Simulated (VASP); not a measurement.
Wanted: the native input for a VASP 6.6.1 run.

* Task: single point
* Functional: PBEsol
* Potentials or basis: VASP PAW PBE potentials, release 64 (Rh_pv)
* Cutoff: 520 eV
* k mesh: 17 × 17 × 17
* Occupations: fermi-dirac, width 0.05 eV
* Spin: no spin polarisation
* Dipole correction: no
* Further INCAR settings: ALGO = Normal; EDIFF = 1e-07; NBANDS = 14

The structure of Rh lies in POSCAR:

```
Rh
1.0
    0.0000000000      1.8899992388      1.8899992388
    1.8899992388      0.0000000000      1.8899992388
    1.8899992388      1.8899992388      0.0000000000
Rh
1
Direct
    0.0000000000      0.0000000000      0.0000000000
```

One way to write it, as run:

INCAR

```
SYSTEM = Rh
PREC     = Accurate       ! precision mode
ENCUT    = 520            ! plane-wave cutoff, eV
EDIFF    = 1E-7           ! SCF threshold, eV
ISMEAR   = -1             ! smearing method
SIGMA    = 0.05           ! smearing width, eV
LREAL    = .FALSE.        ! projectors in reciprocal space
LASPH    = .TRUE.         ! aspherical terms in the spheres
NELM     = 60             ! most SCF steps
ALGO     = Normal         ! electronic algorithm
ISIF     = 2              ! what is computed and relaxed
LWAVE    = .FALSE.        ! write WAVECAR
LCHARG   = .TRUE.         ! write CHGCAR
GGA      = PS             ! functional
LELF     = .TRUE.         ! ELF
LVHAR    = .TRUE.       
NBANDS   = 14             ! bands
```

KPOINTS

```
Automatic mesh
0
G
  17 17 17
  0 0 0
```

Potentials or basis: VASP PAW PBE potentials, release 64 (Rh_pv).

Command:

```bash
$ cat potpaw_PBE.64/Rh_pv/POTCAR > POTCAR
$ mpirun -np 1 vasp_std > vasp.out
```

Results of the run:

The pressure is -0.1 GPa and the band gap on the k mesh is zero (an odd number of electrons rules out a gap without spin polarisation).

Caveat: the PAW data sets were made with another functional, which shifts forces and pressure a little.

Wall time 50 s on 1 thread of Intel Xeon 8259CL (shared host), peak memory 0.15 GiB.
